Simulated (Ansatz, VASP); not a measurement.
**Two plane-wave programs on LiCl**

File INCAR:

```
PREC     = Accurate       # precision mode
ENCUT    = 750            # plane-wave cutoff, eV
EDIFF    = 1E-6           # SCF threshold, eV
ISMEAR   = 0              # smearing method
SIGMA    = 0.1            # smearing width, eV
LREAL    = False          # projectors in reciprocal space
LASPH    = True           # aspherical terms in the spheres
NELM     = 120            # most SCF steps
ALGO     = Normal         # electronic algorithm
ISIF     = 2              # what is computed and relaxed
LWAVE    = False          # write WAVECAR
LCHARG   = False          # write CHGCAR
GGA      = PS             # functional
NBANDS   = 12             # bands
GGA_COMPAT= False
```

KPOINTS

```
regular mesh
0
Gamma
  6 6 6
```

POSCAR

```
LiCl
1.0
    3.3142441373      0.0000000000      0.0000000000
    0.0000000000      3.3142441373      0.0000000000
    0.0000000000      0.0000000000      3.3142441373
Li Cl
1 1
Direct
    0.0000000000      0.0000000000      0.0000000000
    0.5000000000      0.5000000000      0.5000000000
```

Input for Ansatz:

```yaml
crystal:
  lattice:
    - [3.3142441373, 0.0, 0.0]
    - [0.0, 3.3142441373, 0.0]
    - [0.0, 0.0, 3.3142441373]
  atoms:
    - { symbol: Li, position: [0.0, 0.0, 0.0] }
    - { symbol: Cl, position: [0.5, 0.5, 0.5] }
basis:
  ecutwfc: 420
kpoints:
  mp_grid: { grid: [6, 6, 6] }
hamiltonian:
  xc: pbesol
scf:
  occupations: { method: gaussian, width: 0.1 }
output:
  forces: true
  stress: true
  eigenvalues: true
```

Alike in both runs: task single point; functional PBEsol; k mesh 6 × 6 × 6; occupations gaussian, width 0.1 eV; no spin polarisation.

```csv
,VASP,Ansatz
version,VASP 6.6.1,Ansatz 0.2.0
potentials or method,"VASP PAW PBE potentials, release 64 (Li_sv, Cl), cutoff 750 eV","scalar-relativistic, plane waves, PAW"
valence electrons in the cell,10,10
```

|  | VASP | Ansatz | Ansatz less VASP |
| --- | --- | --- | --- |
| gap on the k mesh at the Fermi level (eV) | 4.12 | 4.12 | -0.003 |
| least direct gap on the mesh (eV) | 4.90 | 4.89 | -0.004 |
| pressure (GPa) | -2.3 | -2.3 | +0.05 |

VASP's potentials were made for PBE, not for PBEsol.
